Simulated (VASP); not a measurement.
BeSe: relaxation of cell and atoms with PBE+D4

BeSe:

```
CELL_PARAMETERS angstrom
5.12287 0.00000 0.00000
0.00000 5.12287 0.00000
0.00000 0.00000 5.12287
ATOMIC_POSITIONS crystal
Be 0.00000 0.00000 0.00000
Be 0.00000 0.50000 0.50000
Be 0.50000 0.00000 0.50000
Be 0.50000 0.50000 0.00000
Se 0.25000 0.25000 0.25000
Se 0.25000 0.75000 0.75000
Se 0.75000 0.25000 0.75000
Se 0.75000 0.75000 0.25000
```

```json
{
  "Program": "VASP 6.6.1",
  "Task": "relaxation of cell and atoms",
  "Functional": "PBE",
  "Dispersion": "D4",
  "Potentials or basis": "VASP PAW PBE potentials, release 64 (Be, Se)",
  "Cutoff": "600 eV",
  "k mesh": "4 × 4 × 4",
  "Occupations": "fermi-dirac, width 0.01 eV",
  "Spin": "no spin polarisation",
  "Dipole correction": "no",
  "Further INCAR settings": "ALGO = Normal; EDIFF = 1e-07; IBRION = 2; EDIFFG = -0.01; NSW = 60; ISIF = 3"
}
```

| Property | Result |
| --- | --- |
| Relaxed volume | 16.86 Å³/atom |
| Relaxed cell | a = 5.129 Å, b = 5.129 Å, c = 5.129 Å, α = 90.00°, β = 90.00°, γ = 90.00° |
| Space group after relaxing (to 0.1 Å) | F-43m (No. 216) |
| Energy gained by relaxing | 0.0 meV/atom |
| Ionic steps | 2 |
| Pressure after relaxing | -0.1 GPa |
| Band gap on the k mesh | 2.60 eV |
| Dispersion energy per atom | -0.278 eV |

The path:
```csv
step,energy change (eV),largest force (eV/Å),pressure (GPa),volume (Å³)
1,0.0000,0.0000,0.23,134.44
2,-0.0002,0.0000,-0.05,134.91
```

Final structure:
```
Be Se
1.0
     5.12874    0.00000    0.00000
     0.00000    5.12874    0.00000
     0.00000    0.00000    5.12874
Be Se
4 4
Cartesian
  5.1287 0.0000 5.1287
  5.1287 2.5644 2.5644
  2.5644 0.0000 2.5644
  2.5644 2.5644 5.1287
  1.2822 1.2822 1.2822
  1.2822 3.8466 3.8466
  3.8466 1.2822 3.8466
  3.8466 3.8466 1.2822
```

Levels at points of the mesh, in eV from the valence-band top:
```csv
k point,band 14,band 15,band 16,band 17,band 18,band 19
"(0.00, 0.00, 0.00)",0.00,0.00,0.00,2.60,2.60,2.60
"(0.50, 0.00, 0.00)",-1.66,-1.66,-1.66,3.76,3.76,5.80
"(0.50, 0.50, 0.00)",-1.17,-1.17,-1.17,5.08,5.08,5.08
"(0.50, 0.50, 0.50)",-1.09,-1.09,-1.09,4.36,4.36,4.36
```

Wall time 35 s on 1 thread of Intel(R) Xeon(R) 6975P-C (Granite Rapids) (shared host), peak memory 0.27 GiB.

A k mesh can miss the band edges.
